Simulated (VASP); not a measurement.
# Sb (Pm-3m) in VASP: notebook

Sb is run at these levels: r2SCAN; tasks: relaxation of cell and atoms.

Everything below comes from runs of VASP 6.6.1. Logs are shortened: lines on timing, memory, paths and dates and some standing lists are left out, and cuts for length are marked.

### Step 1. The cell of the first run

The structure is cubic, space group Pm-3m (No. 221). Conventional cell: a = 3.077 Å, b = 3.077 Å, c = 3.077 Å, α = 90.00°, β = 90.00°, γ = 90.00°. Sb (site symmetry m-3m) has 6 Sb at 3.08 Å within 4.1 Å.

This isn't the form of Sb at room conditions, which is rhombohedral.

### Step 2. Relaxation of cell and atoms, r2SCAN, target pressure 1 GPa, at which the enthalpy is minimised

POSCAR reads:

```
Sb
1.0
    3.0773509702      0.0000000000      0.0000000000
    0.0000000000      3.0773509702      0.0000000000
    0.0000000000      0.0000000000      3.0773509702
Sb
1
Direct
    0.0000000000      0.0000000000      0.0000000000
```

INCAR.step1 reads:

```
PREC = Accurate ; ENCUT = 600
ISMEAR = 0 ; SIGMA = 0.1
LREAL = F ; LASPH = T
NELM = 100 ; GGA = PE
ALGO = Normal ; EDIFF = 1E-4
LWAVE = T ; LCHARG = F
```

INCAR.step2 reads:

```
PREC = Accurate ; ENCUT = 600
EDIFF = 1E-6 ; ISMEAR = 0
SIGMA = 0.1 ; LREAL = F
LASPH = T ; NELM = 100
ALGO = Normal ; ISIF = 3
LWAVE = F ; LCHARG = F
METAGGA = R2SCAN ; LMIXTAU = T
IBRION = 2 ; NSW = 70
EDIFFG = -0.008 ; PSTRESS = 10.0
ISTART = 1
```

KPOINTS reads:

```
Automatic mesh
0
Gamma
  14 14 14
```

Potentials or basis: VASP PAW PBE potentials, release 64 (Sb).

Run with:

```console
> cat potpaw_PBE.64/Sb/POTCAR > POTCAR
> cp INCAR.step1 INCAR
> mpirun -np 1 vasp_std > vasp.out
> cp INCAR.step2 INCAR
> mpirun -np 1 vasp_std > vasp.out
```

OUTCAR:

```text
PREC = Accurate
   ENCUT = 600
   EDIFF = 1E-6
   ISMEAR = 0
   LREAL = F
   LASPH = T
   NELM = 100
   ISIF = 3
   METAGGA = R2SCAN
   IBRION = 2
   NSW = 70
   EDIFFG = -0.008
   PSTRESS = 10.0
   ISTART = 1

 ion  position               nearest neighbor table
   1  0.000  0.000  0.000-

  LATTYP: Found a simple cubic cell.
 ALAT       =     3.0773509702

  Lattice vectors:

 A1 = (   3.0773509702,   0.0000000000,   0.0000000000)
 A2 = (   0.0000000000,   3.0773509702,   0.0000000000)
 A3 = (   0.0000000000,   0.0000000000,   3.0773509702)

Analysis of symmetry for initial positions (statically):
=====================================================================
 Subroutine PRICEL returns:
 Original cell was already a primitive cell.

 Routine SETGRP: Setting up the symmetry group for a
 simple cubic supercell.

 Subroutine GETGRP returns: Found 48 space group operations
 (whereof 48 operations were pure point group operations)
 out of a pool of 48 trial point group operations.

The static configuration has the point symmetry O_h .

Analysis of symmetry for dynamics (positions and initial velocities):
=====================================================================
 Subroutine PRICEL returns:
 Original cell was already a primitive cell.

 Routine SETGRP: Setting up the symmetry group for a
 simple cubic supercell.

 Subroutine GETGRP returns: Found 48 space group operations
 (whereof 48 operations were pure point group operations)
 out of a pool of 48 trial point group operations.

The dynamic configuration has the point symmetry O_h .

 Subroutine INISYM returns: Found 48 space group operations
 (whereof 48 operations are pure point group operations),
 and found     1 'primitive' translations

----------------------------------------------------------------------------------------

                                     Primitive cell

  volume of cell :      29.1428

  direct lattice vectors                    reciprocal lattice vectors
     3.077350970  0.000000000  0.000000000     0.324954810  0.000000000  0.000000000
     0.000000000  3.077350970  0.000000000     0.000000000  0.324954810  0.000000000
     0.000000000  0.000000000  3.077350970     0.000000000  0.000000000  0.324954810

  length of vectors
     3.077350970  3.077350970  3.077350970     0.324954810  0.324954810  0.324954810

  position of ions in fractional coordinates (direct lattice)
     0.000000000  0.000000000  0.000000000

  ion indices of the primitive-cell ions
   primitive index   ion index
                 1           1

----------------------------------------------------------------------------------------

 KPOINTS: Automatic mesh

Automatic generation of k-mesh.
 Grid dimensions read from file:
 generate k-points for:   14   14   14

 Generating k-lattice:

  Cartesian coordinates                     Fractional coordinates (reciprocal lattice)
     0.023211058  0.000000000  0.000000000     0.071428571  0.000000000  0.000000000
     0.000000000  0.023211058  0.000000000     0.000000000  0.071428571  0.000000000
     0.000000000  0.000000000  0.023211058     0.000000000  0.000000000  0.071428571

  Length of vectors
     0.023211058  0.023211058  0.023211058

  Shift w.r.t. Gamma in fractional coordinates (k-lattice)
     0.000000000  0.000000000  0.000000000

 Subroutine IBZKPT returns following result:
 ===========================================

 Found    120 irreducible k-points:

 Following reciprocal coordinates:
            Coordinates               Weight
  0.000000  0.000000  0.000000      1.000000
  0.071429  0.000000  0.000000      6.000000
  0.142857  0.000000  0.000000      6.000000
  0.214286  0.000000  0.000000      6.000000
  0.285714  0.000000  0.000000      6.000000
  0.357143  0.000000  0.000000      6.000000
[... 16 lines left out ...]
  0.285714  0.214286  0.000000     24.000000
  0.357143  0.214286  0.000000     24.000000
 [... further k-points ...]
   k-points           NKPTS =    120   k-points in BZ     NKDIM =    120   number of bands    NBANDS=      6
   number of dos      NEDOS =    301   number of ions     NIONS =      1
   total plane-waves  NPLWV =  21952
   dimension x,y,z NGX =    28 NGY =   28 NGZ =   28
   dimension x,y,z NGXF=    56 NGYF=   56 NGZF=   56
   ions per type =               1
   NGX,Y,Z   is equivalent  to a cutoff of  15.13, 15.13, 15.13 a.u.
   NGXF,Y,Z  is equivalent  to a cutoff of  30.25, 30.25, 30.25 a.u.
 SYSTEM =  unknown system
   PREC   = accura    normal or accurate (medium, high low for compatibility)
   ISTART =      1    job   : 0-new  1-cont  2-samecut
   ICHARG =      0    charge: 1-file 2-atom 10-const
   ISPIN  =      1    spin polarized calculation?
   LNONCOLLINEAR =      F non collinear calculations
   LSORBIT =      F    spin-orbit coupling
   LASPH  =      T    aspherical Exc in radial PAW
   ENCUT  =  600.0 eV  44.10 Ry    6.64 a.u.   6.15  6.15  6.15*2*pi/ulx,y,z
   NELM   =    100;   NELMIN=  2; NELMDL=  0     # of ELM steps
   EDIFF  = 0.1E-05   stopping-criterion for ELM
   LREAL  =      F    real-space projection
   EDIFFG = -.8E-02   stopping-criterion for IOM
   NSW    =     70    number of steps for IOM
   IBRION =      2    ionic relax: 0-MD 1-quasi-New 2-CG
   NFREE  =      1    steps in history (QN), initial steepest desc. (CG)
   ISIF   =      3    stress and relaxation
   ISYM   =      2    0-nonsym 1-usesym 2-fastsym
   POTIM  = 0.5000    time-step for ionic-motion
   TEBEG  =    0.0;   TEEND  =   0.0 temperature during run
   PSTRESS=   10.0 pullay stress
   NELECT =       5.0000    total number of electrons
   NUPDOWN=      -1.0000    fix difference up-down
   EMIN   =  10.00;   EMAX   =-10.00  energy-range for DOS
   EFERMI =   0.00;   METHOD = LEGACY
   ISMEAR =     0;   SIGMA  =   0.10  broadening in eV -4-tet -1-fermi 0-gaus
   EFERMI_NEDOS =   21; number of points for ismear=-14 and -15
   IALGO  =     38    algorithm
   IMIX   =      4    mixing-type and parameters
     AMIX     =   0.40;   BMIX     =  1.00
     AMIX_MAG =   1.60;   BMIX_MAG =  1.00
  volume/ion in A,a.u.               =      29.14       196.67
  Fermi-wavevector in a.u.,A,eV,Ry     =   0.909678  1.719043 11.259018  0.827514
  Thomas-Fermi vector in A             =   2.033751
   LORBIT       =      0    0 simple, 1 ext, 2 COOP (PROOUT), +10 PAW based schemes
   METAGGA = R2SCAN    functional components
   LHFCALC =     F    Hartree Fock is set to
   AEXX    =    0.0000 exact exchange contribution
   IVDW    =     0    specifies the selected vdW correction
   LEPSILON=     F    determine dielectric tensor
   LRPA    =     F    only Hartree local field effects (RPA)
 conjugate gradient relaxation of ions
 non-spin polarized calculation
 Gauss-broadening in eV      SIGMA  =   0.10
  energy-cutoff  :      600.00
  volume of cell :       29.14
 maximum number of plane-waves:       992
 NGX is ok and might be reduce to    28
   NGX = 13   NGY = 13   NGZ = 13

--------------------------------------- Ionic step        1  -------------------------------------------

 number of electron       4.9999999 magnetization

 Free energy of the ion-electron system (eV)
  ---------------------------------------------------
  ext. energy  EPLUGINS =         0.00000000
  ---------------------------------------------------
  free energy    TOTEN  =       -25.64472578 eV

  energy without entropy =      -25.64156018  energy(sigma->0) =      -25.64314298

------------------------ aborting loop because EDIFF is reached ----------------------------------------

  FORCE on cell =-STRESS in cart. coord.  units (eV):
  Direction    XX          YY          ZZ          XY          YZ          ZX
  --------------------------------------------------------------------------------------
  -------------------------------------------------------------------------------------
  Total        0.1130747      0.1130747      0.1130747     -0.0000000     -0.0000000      0.0000000
  in kB        6.2164836      6.2164836      6.2164836     -0.0000000     -0.0000000      0.0000000
  external PRESSURE =      -3.7835164 kB  Pullay stress =      10.0000000 kB
[... 59 lines left out ...]
  enthalpy is  TOTEN    =       -25.4629643617 eV   P V=        0.1800891906

--------------------------------------- Ionic step        3  -------------------------------------------

 number of electron       5.0000000 magnetization

 Free energy of the ion-electron system (eV)
  ---------------------------------------------------
  ext. energy  EPLUGINS =         0.00000000
  ---------------------------------------------------
  free energy    TOTEN  =       -25.64381662 eV

  energy without entropy =      -25.64060624  energy(sigma->0) =      -25.64221143

 E-fermi :   7.4047     XC(G=0): -10.2404

 val. band max:        7.4019229259   @ k =   0.5000   0.2857   0.2857
 cond. band min:       7.4220569877   @ k =   0.2857   0.2143   0.0000
 fundamental gap:      0.0201340617
 Fermi energy:         7.4046829087

 k-point     1 :       0.0000    0.0000    0.0000
  band No.  band energies     occupation
      1      -5.7736      2.00000
      2      10.9618      0.00000
      3      10.9618      0.00000
      4      10.9618      0.00000
      5      14.7138      0.00000
      6      14.7138      0.00000

 k-point     2 :       0.0714    0.0000    0.0000
  band No.  band energies     occupation
      1      -5.6930      2.00000
      2       9.9392      0.00000
      3      11.0423      0.00000
      4      11.0423      0.00000
      5      14.7757      0.00000
      6      15.4216      0.00000
[... 190 lines left out ...]
 k-point    24 :       0.3571    0.2143    0.0000
  band No.  band energies     occupation
      1      -3.2050      2.00000
      2       3.5871      2.00000
      3       7.9375      0.00000
      4      13.3309      0.00000
      5      14.9943      0.00000
      6      17.6490      0.00000

 [... further k-points ...]

------------------------ aborting loop because EDIFF is reached ----------------------------------------

  FORCE on cell =-STRESS in cart. coord.  units (eV):
  Direction    XX          YY          ZZ          XY          YZ          ZX
  --------------------------------------------------------------------------------------
  -------------------------------------------------------------------------------------
  Total        0.1826497      0.1826497      0.1826497      0.0000000      0.0000000     -0.0000000
  in kB       10.1041402     10.1041402     10.1041402      0.0000000      0.0000000     -0.0000000
  external PRESSURE =       0.1041402 kB  Pullay stress =      10.0000000 kB
[... 16 lines left out ...]
  FREE ENERGIE OF THE ION-ELECTRON SYSTEM (eV)
  ---------------------------------------------------
  free  energy   TOTEN  =       -25.6438166179 eV

  energy  without entropy=      -25.6406062439  energy(sigma->0) =      -25.64221143

  enthalpy is  TOTEN    =       -25.4630493970 eV   P V=        0.1807672209

 reached required accuracy - stopping structural energy minimisation
```

It took 69 s on 1 thread of Intel Xeon 6975P-C (Granite Rapids), shared host; peak memory 0.18 GiB.

What came out:

```
Free energy                                                : -25.6438 eV
Relaxed volume                                             : 28.96 Å³/atom
Relaxed cell                                               : a = 3.071 Å, b = 3.071 Å, c = 3.071 Å, α = 90.00°, β = 90.00°, γ = 90.00°
Space group after relaxing (to 0.1 Å)                      : Pm-3m (No. 221)
Energy change on relaxing (the run minimises the enthalpy) : +0.9 meV/atom
Ionic steps                                                : 3
Pressure after relaxing                                    : 1.0 GPa
Band gap on the k mesh                                     : zero (an odd number of electrons rules out a gap without spin polarisation)
```

Step by step:
```csv
step,energy change (eV),largest force (eV/Å),pressure (GPa),volume (Å³)
1,0.0000,0.0000,0.62,29.14
2,0.0017,0.0000,1.25,28.85
3,0.0009,0.0000,1.01,28.96
```

Final structure:
```
Sb
1.0
     3.07098    0.00000    0.00000
     0.00000    3.07098    0.00000
     0.00000    0.00000    3.07098
Sb
1
Direct
  0.00000 0.00000 0.00000
```

Caveat: the cell is relaxed towards a set pressure, so the run minimises the enthalpy, not the energy; the PAW data sets were made with another functional, which shifts forces and pressure a little; spin-orbit coupling is left out, which moves the levels of the heavy elements.

### Step 3. Relaxation of cell and atoms, r2SCAN, target pressure 50 GPa, at which the enthalpy is minimised

This run uses another cell than the first one, of 21.39 Å³/atom.

POSCAR reads:

```
Sb
1.0
    2.7759313250      0.0000000000      0.0000000000
    0.0000000000      2.7759313250      0.0000000000
    0.0000000000      0.0000000000      2.7759313250
Sb
1
Direct
    0.0000000000      0.0000000000      0.0000000000
```

INCAR.step1 reads:

```
SYSTEM = Sb
PREC = Accurate
ENCUT = 600
ISMEAR = 0
SIGMA = 0.1
LREAL = .False.
LASPH = .True.
NELM = 80
GGA = PE
ALGO = Normal
EDIFF = 1E-4
LWAVE = .True.
LCHARG = .False.
```

INCAR.step2 reads:

```
SYSTEM = Sb
PREC = Accurate
ENCUT = 600
EDIFF = 1E-6
ISMEAR = 0
SIGMA = 0.1
LREAL = .False.
LASPH = .True.
NELM = 80
ALGO = Normal
ISIF = 3
LWAVE = .False.
LCHARG = .False.
METAGGA = R2SCAN
LMIXTAU = .True.
IBRION = 2
NSW = 70
EDIFFG = -0.008
PSTRESS = 500.0
ISTART = 1
```

KPOINTS reads:

```
regular mesh
0
Gamma
  16 16 16
  0 0 0
```

Potentials or basis: VASP PAW PBE potentials, release 64 (Sb).

Run with:

```console
> cat potpaw_PBE.64/Sb/POTCAR > POTCAR
> cp INCAR.step1 INCAR
> mpirun -np 1 vasp_std > vasp.out
> cp INCAR.step2 INCAR
> mpirun -np 1 vasp_std > vasp.out
```

It took 65 s on 1 thread of Intel Xeon 6975P-C (Granite Rapids), shared host; peak memory 0.17 GiB.

It converged, with:

```yaml
Free_energy: -24.6738 eV
Relaxed_volume: 20.62 Å³/atom
Relaxed_cell: a = 2.742 Å, b = 2.742 Å, c = 2.742 Å, α = 90.00°, β = 90.00°, γ = 90.00°
Space_group_after_relaxing_to_0.1_Å: Pm-3m (No. 221)
Energy_change_on_relaxing_the_run_minimises_the_enthalpy: +218.7 meV/atom
Ionic_steps: 4
Pressure_after_relaxing: 50.0 GPa
Band_gap_on_the_k_mesh: zero (an odd number of electrons rules out a gap without spin polarisation)
```

Step by step:
| step | energy change (eV) | largest force (eV/Å) | pressure (GPa) | volume (Å³) |
| --- | --- | --- | --- | --- |
| 1 | 0.0000 | 0.0000 | 40.86 | 21.39 |
| 2 | 1.4620 | 0.0000 | 98.73 | 17.83 |
| 3 | 0.2094 | 0.0000 | 49.57 | 20.65 |
| 4 | 0.2187 | 0.0000 | 49.96 | 20.62 |

Final structure:
```
Sb
1.0
     2.74203    0.00000    0.00000
     0.00000    2.74203    0.00000
     0.00000    0.00000    2.74203
Sb
1
Direct
  0.00000 0.00000 0.00000
```

Levels at points of the mesh, in eV from the Fermi level:
```tsv
k point	band 1	band 2	band 3	band 4	band 5	band 6
(0.00, 0.00, 0.00)	-16.88	4.13	4.13	4.13	7.43	7.43
(0.50, 0.00, 0.00)	-12.59	-9.27	7.87	7.87	10.27	11.79
(0.50, 0.50, 0.00)	-7.72	-6.08	-6.08	0.58	12.35	14.75
(0.50, 0.50, 0.50)	-2.92	-2.92	-2.92	-1.60	4.24	4.24
```

Caveat: the cell is relaxed towards a set pressure, so the run minimises the enthalpy, not the energy; the PAW data sets were made with another functional, which shifts forces and pressure a little; spin-orbit coupling is left out, which moves the levels of the heavy elements.

### Step 4. Relaxation of cell and atoms, r2SCAN, target pressure -1 GPa, at which the enthalpy is minimised

This run uses another cell than the first one, of 29.72 Å³/atom.

POSCAR reads:

```
Sb
1.0
    3.0975302022      0.0000000000      0.0000000000
    0.0000000000      3.0975302022      0.0000000000
    0.0000000000      0.0000000000      3.0975302022
Sb
1
Direct
    0.0000000000      0.0000000000      0.0000000000
```

INCAR.step1 reads:

```
PREC     = Accurate       # precision mode
ENCUT    = 600            # plane-wave cutoff, eV
ISMEAR   = 0              # smearing method
SIGMA    = 0.1            # smearing width, eV
LREAL    = F              # projectors in reciprocal space
LASPH    = T              # aspherical terms in the spheres
NELM     = 100            # most SCF steps
GGA      = PE             # functional
ALGO     = Normal         # electronic algorithm
EDIFF    = 1E-4           # SCF threshold, eV
LWAVE    = T              # write WAVECAR
LCHARG   = F              # write CHGCAR
```

INCAR.step2 reads:

```
PREC     = Accurate       # precision mode
ENCUT    = 600            # plane-wave cutoff, eV
EDIFF    = 1E-6           # SCF threshold, eV
ISMEAR   = 0              # smearing method
SIGMA    = 0.1            # smearing width, eV
LREAL    = F              # projectors in reciprocal space
LASPH    = T              # aspherical terms in the spheres
NELM     = 100            # most SCF steps
ALGO     = Normal         # electronic algorithm
ISIF     = 3              # what is computed and relaxed
LWAVE    = F              # write WAVECAR
LCHARG   = F              # write CHGCAR
METAGGA  = R2SCAN         # meta-GGA
LMIXTAU  = T            
IBRION   = 2              # ionic algorithm
NSW      = 70             # ionic steps
EDIFFG   = -0.008         # ionic threshold
PSTRESS  = -10.0        
ISTART   = 1
```

KPOINTS reads:

```
Automatic mesh
0
Gamma
  14 14 14
```

Run with:

```console
> cat potpaw_PBE.64/Sb/POTCAR > POTCAR
> cp INCAR.step1 INCAR
> mpirun -np 1 vasp_std > vasp.out
> cp INCAR.step2 INCAR
> mpirun -np 1 vasp_std > vasp.out
```

It took 80 s on 1 thread of Intel Xeon 6975P-C (Granite Rapids), shared host; peak memory 0.19 GiB.

Results (log left out):

```
Free energy                                                : -25.6437 eV
Relaxed volume                                             : 29.96 Å³/atom
Relaxed cell                                               : a = 3.106 Å, b = 3.106 Å, c = 3.106 Å, α = 90.00°, β = 90.00°, γ = 90.00°
Space group after relaxing (to 0.1 Å)                      : Pm-3m (No. 221)
Energy change on relaxing (the run minimises the enthalpy) : +1.2 meV/atom
Ionic steps                                                : 3
Pressure after relaxing                                    : -1.0 GPa
Band gap on the k mesh                                     : zero (an odd number of electrons rules out a gap without spin polarisation)
```

Step by step:
```csv
step,energy change (eV),largest force (eV/Å),pressure (GPa),volume (Å³)
1,0.0000,0.0000,-0.55,29.72
2,0.0020,0.0000,-1.22,30.08
3,0.0012,0.0000,-1.00,29.96
```

Final structure:
```cif
data_structure
_symmetry_space_group_name_H-M 'P 1'
_symmetry_Int_Tables_number 1
_cell_length_a 3.1059
_cell_length_b 3.1059
_cell_length_c 3.1059
_cell_angle_alpha 90.000
_cell_angle_beta 90.000
_cell_angle_gamma 90.000
_cell_volume 29.96
loop_
_atom_site_label
_atom_site_type_symbol
_atom_site_fract_x
_atom_site_fract_y
_atom_site_fract_z
_atom_site_occupancy
Sb1 Sb 0.00000 0.00000 0.00000 1
```

Levels at points of the mesh, in eV from the Fermi level:
```tsv
k point	band 1	band 2	band 3	band 4	band 5	band 6
(0.00, 0.00, 0.00)	-12.88	3.49	3.49	3.49	7.30	7.30
(0.50, 0.00, 0.00)	-10.33	-5.78	5.60	5.60	9.38	11.38
(0.50, 0.50, 0.00)	-7.57	-3.71	-3.71	2.55	7.79	13.52
(0.50, 0.50, 0.50)	-4.43	-1.74	-1.74	-1.74	5.24	5.24
```

Caveat: the cell is relaxed towards a set pressure, so the run minimises the enthalpy, not the energy; the PAW data sets were made with another functional, which shifts forces and pressure a little; spin-orbit coupling is left out, which moves the levels of the heavy elements.

### Step 5. The runs side by side

```csv
cell,k mesh,gap on the mesh (eV),pressure (GPa)
"relaxed to 1 GPa from a = 3.077 Å, 1 atom",14 × 14 × 14,none,1.0
"relaxed to 50 GPa from a = 2.776 Å, 1 atom",16 × 16 × 16,none,50.0
"relaxed to -1 GPa from a = 3.098 Å, 1 atom",14 × 14 × 14,none,-1.0
```

Alike in all rows: task relaxation of cell and atoms; level r2SCAN; potentials or basis VASP PAW PBE potentials, release 64 (Sb); no spin polarisation; cutoff (eV) 600; smearing gaussian 0.1 eV.

Caveats: the cell is relaxed towards a set pressure, so the run minimises the enthalpy, not the energy; the PAW data sets were made with another functional, which shifts forces and pressure a little; spin-orbit coupling is left out, which moves the levels of the heavy elements.

Absolute energies hang on the potentials; compare differences alone.
